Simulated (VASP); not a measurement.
Input of a VASP 6.6.1 run:

File INCAR:

```
PREC = Accurate ; ENCUT = 600
EDIFF = 1E-6 ; ISMEAR = -1
SIGMA = 0.05 ; LREAL = False
LASPH = True ; NELM = 60
ALGO = Normal ; ISIF = 3
LWAVE = False ; LCHARG = False
GGA = PE ; IBRION = 2
NSW = 60 ; EDIFFG = -0.005
PSTRESS = 640.0
```

KPOINTS

```
Automatic mesh
0
Gamma
  15 15 15
```

POSCAR

```
SnSe
1.0
    3.2263680242      0.0000000000      0.0000000000
    0.0000000000      3.2263680242      0.0000000000
    0.0000000000      0.0000000000      3.2263680242
Sn Se
1 1
Direct
    0.0000000000      0.0000000000      0.0000000000
    0.5000000000      0.5000000000      0.5000000000
```

Potentials or basis: VASP PAW PBE potentials, release 64 (Sn_d, Se).

The run is started by

```console
$ cat potpaw_PBE.64/Sn_d/POTCAR potpaw_PBE.64/Se/POTCAR > POTCAR
$ mpirun -np 1 vasp_std > vasp.out
```

Task: Estimate the space group after relaxing (to 0.05 Å).

Result: Pm-3m (No. 221).

Task: What does it give for the band gap on the k mesh?

Result: Zero (band 10 reaches 14.58 eV, above the bottom of band 11 at 9.97 eV).

Task: Predict the relaxed cell.

Result: a = 3.159 Å, b = 3.159 Å, c = 3.159 Å, α = 90.00°, β = 90.00°, γ = 90.00°.

Task: Predict the relaxed volume.

Result: 15.77 Å³/atom.

The path:
| step | energy change (eV) | largest force (eV/Å) | pressure (GPa) | volume (Å³) |
| --- | --- | --- | --- | --- |
| 1 | 0.0000 | 0.0000 | 47.42 | 33.58 |
| 2 | 4.2760 | 0.0000 | 148.57 | 25.83 |
| 3 | 0.6442 | 0.0000 | 62.43 | 31.70 |
| 4 | 0.6992 | 0.0000 | 63.78 | 31.56 |
| 5 | 0.7150 | 0.0000 | 64.22 | 31.52 |
| 6 | 0.6811 | 0.0000 | 63.37 | 31.60 |
| 7 | 0.7079 | 0.0000 | 64.03 | 31.53 |

Caveat: the cell is relaxed towards a set pressure, so the enthalpy falls and the energy may rise; spin-orbit coupling is left out, which moves the levels of the heavy elements.
